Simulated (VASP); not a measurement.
Runs of VASP 6.6.1 on Re. The structure is that of space group P6_3/mmc (No. 194), or close to it. The cells are those of the table. 

```tsv
cell	gap on the mesh (eV)	pressure (GPa)
a = 2.733, b = 2.733, c = 4.413 Å, angles 90.0, 90.0, 120.0°, 2 atoms	none	18.7
a = 2.815, b = 2.815, c = 4.546 Å, angles 90.0, 90.0, 120.0°, 2 atoms	none	-14.5
a = 2.704, b = 2.704, c = 4.367 Å, angles 90.0, 90.0, 120.0°, 2 atoms	none	33.9
a = 2.761, b = 2.761, c = 4.458 Å, angles 90.0, 90.0, 120.0°, 2 atoms	none	(a)
a = 2.788, b = 2.788, c = 4.502 Å, angles 90.0, 90.0, 120.0°, 2 atoms	none	(b)
```

Alike in all rows: task single point; level PBE; potentials or basis VASP PAW PBE potentials, release 64 (Re); no spin polarisation; k mesh 11 × 11 × 6; cutoff (eV) 520; smearing fermi-dirac 0.1 eV.

Q: Fill in the values left out.

A: (a) 5.8; (b) -5.2.

Caveats: spin-orbit coupling is left out, which moves the levels of the heavy elements.

A k mesh can miss the band edges, and the runs leave out spin-orbit coupling on Re.

A gap of «none» marks levels without a gap at the run's occupations.
